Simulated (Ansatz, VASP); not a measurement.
**Ba2Be in VASP and in Ansatz**

```
Ba Be
1.0
     0.00000    3.98316    3.98316
     3.98316    0.00000    3.98316
     3.98316    3.98316    0.00000
Ba Be
2 1
Direct
  0.25000 0.25000 0.25000
  0.75000 0.75000 0.75000
  0.50000 0.50000 0.50000
```

Alike in both runs: functional PBE; k mesh 10 × 10 × 10; occupations gaussian, width 0.1 eV; no spin polarisation.

Ansatz relaxed the structure, and its values are those at the end. VASP's run is a single point on that final structure, the one shown.

```csv
,VASP,Ansatz
version,VASP 6.6.1,Ansatz 0.2.0
potentials or method,"VASP PAW PBE potentials, release 64 (Ba_sv, Be), cutoff 520 eV","scalar-relativistic, plane waves, PAW"
valence electrons in the cell,22,22
```

```csv
,VASP,Ansatz,Ansatz less VASP
gap on the k mesh at the Fermi level (eV),none,none,-
pressure (GPa),0.2,0.0,-0.22
```

A gap of «none» marks a metal or a gap that the smearing closes.

Neither program's run includes spin-orbit coupling.
